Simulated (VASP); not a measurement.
# Cu: single point with PBEsol

Crystal: Cu.

```xyz
2
Lattice="2.8902 0.0000 0.0000 0.0000 2.8902 0.0000 0.0000 0.0000 2.7744" Properties=species:S:1:pos:R:3 pbc="T T T"
Cu    0.0000    0.0000    0.0000
Cu    1.4451    1.4451    1.3872
```

This cell differs from its parent crystal: strain along c alone, the other axes held: +2.0 %.

| Property | Result |
| --- | --- |
| Program | VASP 6.6.1 |
| Task | single point |
| Functional | PBEsol |
| Potentials or basis | VASP PAW PBE potentials, release 64 (Cu) |
| Cutoff | 520 eV |
| k mesh | 18 × 18 × 20 |
| Occupations | gaussian, width 0.1 eV |
| Spin | no spin polarisation |

```json
{"Pressure": "-1.8 GPa", "Band gap on the k mesh": "zero (bands 11 and 12 overlap by 7.78 eV)"}
```

Stress tensor (GPa, compression positive):
```
-1.59  0.00  0.00
 0.00 -1.59  0.00
 0.00  0.00 -2.10
```

Levels at points of the mesh, in eV from the Fermi level:
| k point | band 9 | band 10 | band 11 | band 12 | band 13 | band 14 |
| --- | --- | --- | --- | --- | --- | --- |
| (0.00, 0.00, 0.00) | -1.55 | -1.55 | -1.51 | 7.73 | 7.73 | 9.30 |
| (0.50, 0.00, 0.00) | -2.33 | -2.33 | -1.42 | -1.42 | 14.10 | 14.10 |
| (0.50, 0.50, 0.00) | -1.38 | -1.38 | -0.87 | -0.87 | 4.14 | 4.14 |
| (0.00, 0.00, 0.50) | -2.38 | -2.38 | -1.09 | -1.09 | 14.54 | 14.54 |
| (0.50, 0.00, 0.50) | -1.36 | -1.36 | -0.56 | -0.56 | 4.59 | 4.59 |
| (0.50, 0.50, 0.50) | -1.94 | -1.94 | 6.36 | 6.36 | 6.65 | 6.65 |

Run time: 4 min on 1 thread of AMD EPYC 9R14 (Zen 4), with other jobs on the host, peak memory 0.27 GiB.

Caveat: the cell differs from its parent crystal (strain along c alone, the other axes held: +2.0 %); the PAW data sets were made with another functional, which shifts forces and pressure a little.
